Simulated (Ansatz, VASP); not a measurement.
**Two plane-wave programs on Co2PtO4**

```
O Co Pt
1.0
     2.81018    0.00000    0.00000
    -1.40509    2.43369    0.00000
     0.00000    0.00000   22.82532
O Co Pt
4 2 1
Direct
  0.00000 0.00000 0.32858
  0.66667 0.33333 0.41298
  0.66667 0.33333 0.58702
  0.33333 0.66667 0.67142
  0.33333 0.66667 0.37078
  0.00000 0.00000 0.62922
  0.66667 0.33333 0.50000
```

Alike in both runs: task single point; functional PBEsol; k mesh 12 × 12 × 1; occupations gaussian, width 0.1 eV; no spin polarisation.

|  | VASP | Ansatz |
| --- | --- | --- |
| version | VASP 6.6.1 | Ansatz 0.2.0 |
| potentials or method | VASP PAW PBE potentials, release 64 (O, Co, Pt), cutoff 520 eV | scalar-relativistic, plane waves, PAW |
| valence electrons in the cell | 52 | 76 |

```tsv
	VASP	Ansatz	Ansatz less VASP
gap on the k mesh at the Fermi level (eV)	none	none	-
rms of the force components (eV/Å)	0.642	0.653	+0.0116
```

VASP's potentials were made for PBE, not for PBEsol. A gap of «none» marks a metal or a gap that the smearing closes. VASP's potentials hold 52 valence electrons a cell and Ansatz's 76, so a difference there can come from the potentials and not from the codes.

Neither program's run includes spin-orbit coupling.
